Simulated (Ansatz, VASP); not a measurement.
# Ta in VASP and in Ansatz

```
Ta
1.0
     5.20917    0.00000    0.00000
     0.00000    5.20917    0.00000
     0.00000    0.00000    5.20917
Ta
8
Direct
  0.00000 0.00000 0.00000
  0.50000 0.50000 0.50000
  0.25000 0.00000 0.50000
  0.75000 0.00000 0.50000
  0.50000 0.75000 0.00000
  0.50000 0.25000 0.00000
  0.00000 0.50000 0.75000
  0.00000 0.50000 0.25000
```

Alike in both runs: functional LDA; k mesh 8 × 8 × 8; occupations gaussian, width 0.1 eV; no spin polarisation.

Ansatz relaxed the structure, and its values are those at the end. VASP's run is a single point on that final structure, the one shown.

```csv
,VASP,Ansatz
version,VASP 6.6.1,Ansatz 0.2.0
potentials or method,"VASP PAW LDA potentials, release 64 (Ta_pv), cutoff 520 eV","scalar-relativistic, plane waves, PAW"
valence electrons in the cell,88,104
```

```tsv
	VASP	Ansatz	Ansatz less VASP
gap on the k mesh at the Fermi level (eV)	none	none	-
pressure (GPa)	0.8	0.0	-0.82
```

LDA's correlation is that of Perdew and Zunger in VASP and of Perdew and Wang (1992) in Ansatz. A gap of «none» marks a metal or a gap that the smearing closes. VASP's potentials hold 88 valence electrons a cell and Ansatz's 104, so a difference there can come from the potentials and not from the codes.

Spin-orbit coupling is off throughout.
